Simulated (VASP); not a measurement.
Wanted: the native input for a VASP 6.6.1 run.

| Quantity | Value |
| --- | --- |
| Task | single point |
| Functional | PBE |
| Potentials or basis | VASP PAW PBE potentials, release 64 (Fe) |
| Cutoff | 520 eV |
| k mesh | 11 × 11 × 15 |
| Occupations | fermi-dirac, width 0.1 eV |
| Spin | collinear spin, ferromagnetic start |
| Starting moments | [2.5, 2.5, 2.5] μB |
| Dipole correction | no |
| Further INCAR settings | ALGO = Normal; EDIFF = 1e-06; NBANDS = 23 |

The structure of Fe lies in POSCAR:

```
Fe
1.0
    0.0000000000      2.8313533350     -2.8313533350
   -2.8313533350      0.0000000000      2.8313533350
    1.4156766675      1.4156766675      1.4156766675
Fe
3
Direct
    0.0000000000      0.0000000000      0.0000000000
    0.3333333330      0.6666666670      0.3333333330
    0.6666666670      0.3333333330      0.6666666670
```

One way to write it, as run:

INCAR

```
  PREC = Accurate
  ENCUT = 520
  EDIFF = 1E-6
  ISMEAR = -1
  SIGMA = 0.1
  LREAL = False
  LASPH = True
  NELM = 150
  ALGO = Normal
  ISIF = 2
  LWAVE = False
  LCHARG = True
  ISPIN = 2
  MAGMOM = 2.5 2.5 2.5
  LORBIT = 11
  LMAXMIX = 4
  GGA = PE
  LELF = True
  LVHAR = True
  NBANDS = 23
```

KPOINTS

```
regular mesh
0
Gamma
  11 11 15
```

Potentials or basis: VASP PAW PBE potentials, release 64 (Fe).

Run with:

```sh
$ cat potpaw_PBE.64/Fe/POTCAR > POTCAR
$ mpirun -np 1 vasp_std > vasp.out
```

Results of the run:

```yaml
Pressure: 0.0 GPa
Net_moment: 6.55 μB per cell
Site_moments: Fe +2.18 μB
Valence_electrons_inside_the_program's_atomic_spheres: Fe 7.27
```

It took 4 min on 1 thread of Intel Xeon 8259CL, with other jobs on the host, peak memory 0.32 GiB.
